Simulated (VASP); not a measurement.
# WSe2 (P6_3/mmc) in VASP: single point with LDA+U

Aim: the single point of WSe2 with LDA+U.

Everything below comes from runs of VASP 6.6.1. Logs are shortened: lines on timing, memory, paths and dates and some standing lists are left out, and cuts for length are marked.

**What was measured.**

From “Time-resolved XUV ARPES with tunable 24–33 eV laser pulses at 30 meV resolution”, 2019, pmc:6684652, for a bulk crystal of WSe2: band gap 1.3 eV (indirect).

The results are compared with them further down.

**1. The cell of the first run**

It takes space group P6_3/mmc (No. 194, hexagonal). Conventional cell: a = 3.290 Å, b = 3.290 Å, c = 12.970 Å, α = 90.00°, β = 90.00°, γ = 120.00°. Within 3.3 Å of W (site symmetry -6m2) lie 6 Se at 2.53 Å and 6 W at 3.29 Å. Se (site symmetry 3m) has 3 W at 2.53 Å and 6 Se at 3.29 Å within 3.3 Å.

**2. Single point, LDA+U, collinear spin, ferrimagnetic start**

INCAR

```
SYSTEM = WSe2
  PREC = Accurate
  ENCUT = 520
  EDIFF = 1E-6
  ISMEAR = 0
  SIGMA = 0.05
  LREAL = .False.
  LASPH = .True.
  NELM = 150
  ALGO = Normal
  ISIF = 2
  LWAVE = .False.
  LCHARG = .False.
  ISPIN = 2
  MAGMOM = -0.07 -0.07 0.05 0.05 0.05 0.05
  LORBIT = 11
  LMAXMIX = 4
  LDAU = .True.
  LDAUTYPE = 2
  LDAUL = 2 -1
  LDAUU = 7 0
  LDAUJ = 0 0
  LDAUPRINT = 1
  NBANDS = 39
```

KPOINTS

```
regular mesh
0
Gamma
  7 7 2
  0 0 0
```

POSCAR

```
WSe2
1.0
    3.2899988200      0.0000000000      0.0000000000
   -1.6449994100      2.8492225500      0.0000000000
    0.0000000000      0.0000000000     12.9700014400
W Se
2 4
Direct
    0.3333333333      0.6666666667      0.2500000000
    0.6666666667      0.3333333333      0.7500000000
    0.3333333333      0.6666666667      0.6210000000
    0.6666666667      0.3333333333      0.1210000000
    0.3333333333      0.6666666667      0.8790000000
    0.6666666667      0.3333333333      0.3790000000
```

Potentials or basis: VASP PAW LDA potentials, release 64 (W_sv, Se).

Run with:

```bash
> cat potpaw_LDA.64/W_sv/POTCAR potpaw_LDA.64/Se/POTCAR > POTCAR
> mpirun -np 1 vasp_std > vasp.out
```

OUTCAR:

```text
SYSTEM = WSe2
   PREC = Accurate
   ENCUT = 520
   EDIFF = 1E-6
   ISMEAR = 0
   LREAL = .False.
   LASPH = .True.
   NELM = 150
   ISIF = 2
   ISPIN = 2
   LORBIT = 11

 ion  position               nearest neighbor table
   1  0.333  0.667  0.250-   4 2.53   6 2.53   4 2.53   6 2.53   4 2.53   6 2.53
   2  0.667  0.333  0.750-   3 2.53   5 2.53   3 2.53   5 2.53   3 2.53   5 2.53
   3  0.333  0.667  0.621-   2 2.53   2 2.53   2 2.53
   4  0.667  0.333  0.121-   1 2.53   1 2.53   1 2.53
   5  0.333  0.667  0.879-   2 2.53   2 2.53   2 2.53
   6  0.667  0.333  0.379-   1 2.53   1 2.53   1 2.53

  LATTYP: Found a hexagonal cell.
 ALAT       =     3.2899988200
 C/A-ratio  =     3.9422510917

  Lattice vectors:

 A1 = (   3.2899988200,   0.0000000000,   0.0000000000)
 A2 = (  -1.6449994100,   2.8492225500,   0.0000000000)
 A3 = (   0.0000000000,   0.0000000000,  12.9700014400)

Analysis of symmetry for initial positions (statically):
=====================================================================
 Subroutine PRICEL returns:
 Original cell was already a primitive cell.

 Routine SETGRP: Setting up the symmetry group for a
 hexagonal supercell.

 Subroutine GETGRP returns: Found 24 space group operations
 (whereof 12 operations were pure point group operations)
 out of a pool of 24 trial point group operations.

The static configuration has the point symmetry D_3d.
 The point group associated with its full space group is D_6h.

Analysis of symmetry for dynamics (positions and initial velocities):
=====================================================================
 Subroutine PRICEL returns:
 Original cell was already a primitive cell.

 Routine SETGRP: Setting up the symmetry group for a
 hexagonal supercell.

 Subroutine GETGRP returns: Found 24 space group operations
 (whereof 12 operations were pure point group operations)
 out of a pool of 24 trial point group operations.

The dynamic configuration has the point symmetry D_3d.
 The point group associated with its full space group is D_6h.

Analysis of structural, dynamic, and magnetic symmetry:
=====================================================================
 Subroutine PRICEL returns:
 Original cell was already a primitive cell.

 Routine SETGRP: Setting up the symmetry group for a
 hexagonal supercell.

[... 212 lines left out ...]
  o =  0.3578  v =  0.0000  0.0000 -1.0000 -0.0000  0.0000  0.0000  0.0000  0.0000  0.0000  0.0000      0.0000  0.0000  0.0000  0.0000  0.0000  0.0000  0.0000  0.0000  0.0000  0.0000

 number of electron      51.9999994 magnetization      -0.0000567

 Free energy of the ion-electron system (eV)
  ---------------------------------------------------
  ext. energy  EPLUGINS =         0.00000000
  ---------------------------------------------------
  free energy    TOTEN  =       -32.83897382 eV

  energy without entropy =      -32.83897382  energy(sigma->0) =      -32.83897382

 E-fermi :   6.8446     XC(G=0): -11.0222

 val. band max:        6.4724045895   @ k =   0.0000   0.0000   0.0000
 cond. band min:       7.5649998757   @ k =   0.1429   0.1429   0.0000
 fundamental gap:      1.0925952861
 Fermi energy:         6.8445689155

 spin component 1

 k-point     1 :       0.0000    0.0000    0.0000
  band No.  band energies     occupation
      1     -68.5408      1.00000
      2     -68.5408      1.00000
      3     -32.9551      1.00000
      4     -32.9550      1.00000
      5     -32.8713      1.00000
      6     -32.8713      1.00000
[... 645 lines left out ...]
     37      13.1044      0.00000
     38      13.1044      0.00000
 Fermi energy:         6.8445689155

 spin component 2

 k-point     1 :       0.0000    0.0000    0.0000
  band No.  band energies     occupation
      1     -68.5408      1.00000
      2     -68.5408      1.00000
      3     -32.9550      1.00000
      4     -32.9550      1.00000
      5     -32.8713      1.00000
      6     -32.8713      1.00000
[... 645 lines left out ...]
     37      13.1044      0.00000
     38      13.1044      0.00000
 [bands above 38 left out]

------------------------ aborting loop because EDIFF is reached ----------------------------------------

  FORCE on cell =-STRESS in cart. coord.  units (eV):
  Direction    XX          YY          ZZ          XY          YZ          ZX
  --------------------------------------------------------------------------------------
  -------------------------------------------------------------------------------------
  Total        0.8301615      0.8301615      1.9622250      0.0000000      0.0000000      0.0000000
  in kB       10.9398417     10.9398416     25.8581385      0.0000000      0.0000000      0.0000000
  external PRESSURE =      15.9126073 kB  Pullay stress =       0.0000000 kB

 VOLUME and BASIS-vectors are now :
 -----------------------------------------------------------------------------
  energy-cutoff  :      520.00
  volume of cell :      121.58
      direct lattice vectors                 reciprocal lattice vectors
     3.289998820  0.000000000  0.000000000     0.303951477  0.175486467  0.000000000
    -1.644999410  2.849222550  0.000000000     0.000000000  0.350972935  0.000000000
     0.000000000  0.000000000 12.970001440     0.000000000  0.000000000  0.077100994

 POSITION                                       TOTAL-FORCE (eV/Angst)
 -----------------------------------------------------------------------------------
     -0.00000      1.89948      3.24250         0.000000     -0.000000     -0.000000
      1.64500      0.94974      9.72750        -0.000000      0.000000     -0.000000
     -0.00000      1.89948      8.05437         0.000000     -0.000000     -0.349007
      1.64500      0.94974      1.56937        -0.000000      0.000000     -0.349007
     -0.00000      1.89948     11.40063         0.000000     -0.000000      0.349007
      1.64500      0.94974      4.91563        -0.000000      0.000000      0.349007
 -----------------------------------------------------------------------------------
    total drift:                               -0.000000      0.000000     -0.000000

  FREE ENERGIE OF THE ION-ELECTRON SYSTEM (eV)
  ---------------------------------------------------
  free  energy   TOTEN  =       -32.8389738184 eV

  energy  without entropy=      -32.8389738184  energy(sigma->0) =      -32.83897382

 total charge

# of ion       s       p       d       tot
------------------------------------------
    1        2.338   6.301   3.208  11.847
    2        2.338   6.301   3.208  11.847
    3        1.479   2.376   0.073   3.927
    4        1.479   2.376   0.073   3.927
    5        1.479   2.376   0.073   3.927
    6        1.479   2.376   0.073   3.927
--------------------------------------------------
tot         10.591  22.105   6.707  39.403

 magnetization (x)

# of ion       s       p       d       tot
------------------------------------------
    1        0.000   0.000   0.000   0.000
    2        0.000   0.000   0.000   0.000
    3        0.000  -0.000   0.000  -0.000
    4        0.000  -0.000   0.000  -0.000
    5        0.000  -0.000   0.000  -0.000
    6        0.000  -0.000   0.000  -0.000
--------------------------------------------------
tot          0.000  -0.000   0.000   0.000
```

OSZICAR:

```text
N       E                     dE             d eps       ncg     rms          rms(c)
DAV:   1     0.505499695969E+03    0.50550E+03   -0.27022E+04  2720   0.128E+03
DAV:   2    -0.541519390392E+01   -0.51091E+03   -0.48967E+03  2855   0.362E+02
DAV:   3    -0.354526467836E+02   -0.30037E+02   -0.29490E+02  3091   0.849E+01
DAV:   4    -0.359913809006E+02   -0.53873E+00   -0.53789E+00  2887   0.118E+01
DAV:   5    -0.359969222540E+02   -0.55414E-02   -0.55409E-02  3067   0.133E+00    0.295E+01
DAV:   6    -0.332858656996E+02    0.27111E+01   -0.75288E+00  2804   0.183E+01    0.966E+00
DAV:   7    -0.329492318437E+02    0.33663E+00   -0.18320E+00  2568   0.671E+00    0.458E+00
DAV:   8    -0.328426110592E+02    0.10662E+00   -0.22436E-01  2956   0.302E+00    0.991E-01
DAV:   9    -0.328397349990E+02    0.28761E-02   -0.29421E-02  2925   0.732E-01    0.647E-01
DAV:  10    -0.328388650021E+02    0.87000E-03   -0.47611E-03  2890   0.456E-01    0.985E-02
DAV:  11    -0.328389366615E+02   -0.71659E-04   -0.33532E-04  2888   0.863E-02    0.477E-02
DAV:  12    -0.328389334058E+02    0.32557E-05   -0.11262E-04  2919   0.552E-02    0.415E-02
DAV:  13    -0.328389629970E+02   -0.29591E-04   -0.52999E-05  2877   0.303E-02    0.139E-02
DAV:  14    -0.328389680605E+02   -0.50635E-05   -0.73872E-06  2705   0.102E-02    0.917E-03
DAV:  15    -0.328389717062E+02   -0.36457E-05   -0.64012E-06  2382   0.968E-03    0.515E-03
DAV:  16    -0.328389737348E+02   -0.20287E-05   -0.93010E-06  2431   0.103E-02    0.172E-03
DAV:  17    -0.328389738184E+02   -0.83555E-07   -0.41489E-07  1542   0.326E-03
   1 F= -.32838974E+02 E0= -.32838974E+02  d E =-.250106E-27  mag=    -0.0000
```

Wall time 92 s (1 thread of Intel Xeon Platinum 8488C (Sapphire Rapids), shared host); peak memory 0.27 GiB.

Results:

```yaml
Free_energy: -32.8390 eV
Pressure: 1.6 GPa
Largest_force: 0.349 eV/Å
Band_gap_on_the_k_mesh: 1.09 eV, indirect (least direct gap 1.88 eV)
Net_moment: 0.00 μB per cell
Valence_electrons_inside_the_program's_atomic_spheres: W 11.85; Se 3.93
```

Forces in eV/Å, atoms in the order of the input:
```
W    0.000  0.000  0.000
W    0.000  0.000  0.000
Se   0.000  0.000 -0.349
Se   0.000  0.000 -0.349
Se   0.000  0.000  0.349
Se   0.000  0.000  0.349
```

Eigenvalues of the final occupation matrices:
| site | spin | trace | eigenvalues |
| --- | --- | --- | --- |
| site 1 d | 1 | 1.63 | 0.32 0.32 0.32 0.32 0.36 |
| site 1 d | 2 | 1.63 | 0.32 0.32 0.32 0.32 0.36 |
| site 2 d | 1 | 1.63 | 0.32 0.32 0.32 0.32 0.36 |
| site 2 d | 2 | 1.63 | 0.32 0.32 0.32 0.32 0.36 |

Caveat: spin-orbit coupling is left out, which moves the levels of the heavy elements.

**3. Against experiment**

Step 2. A measured gap of WSe2 is 1.3 eV (indirect; “Time-resolved XUV ARPES with tunable 24–33 eV laser pulses at 30 meV resolution”, 2019, pmc:6684652); the calculated 1.09 eV misses it by -0.21 eV. Spin-orbit coupling on Se, W is left out. The value is that of LDA+U on a finite k mesh, which can miss the band edges, without temperature or zero-point motion.
